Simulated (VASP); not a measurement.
Input of a VASP 6.6.1 run:

Contents of INCAR:

```
SYSTEM = AlN
ALGO = Normal ; EDIFF = 1E-7
ENCUT = 520 ; GGA = PE
ISIF = 2 ; ISMEAR = 0
LASPH = .True. ; LCHARG = .False.
LREAL = .False. ; LWAVE = .False.
NBANDS = 16 ; NELM = 60
PREC = Accurate ; SIGMA = 0.05
```

KPOINTS

```
k-points
0
Gamma
  9 9 6
  0 0 0
```

Contents of POSCAR:

```
AlN
1.0
    3.1039109035      0.0000000000      0.0000000000
   -1.5519554517      2.6880656936      0.0000000000
    0.0000000000      0.0000000000      4.9753155601
Al N
2 2
Direct
    0.3239719789      0.6666666667      0.0017290859
    0.6760280211      0.3333333333      0.5017290859
    0.3416130132      0.6666666667      0.3832709141
    0.6583869868      0.3333333333      0.8832709141
```

Potentials or basis: VASP PAW PBE potentials, release 64 (Al, N).

Launch:

```bash
$ cat potpaw_PBE.64/Al/POTCAR potpaw_PBE.64/N/POTCAR > POTCAR
$ mpirun -np 1 vasp_std > vasp.out
```

Predict the band gap on the k mesh.

4.26 eV.

Predict the largest force.

0.165 eV/Å.

Predict the pressure.

4.9 GPa.

Stress tensor (GPa, compression positive):
```
 4.92 -0.09  0.00
-0.09  5.00  0.00
 0.00  0.00  4.75
```

Caveat: the cell differs from its parent crystal (atoms displaced along a vibrational mode, the cell strained); the cell stands under pressure; an odd mesh through Γ misses points on the zone boundary, where band edges can lie.
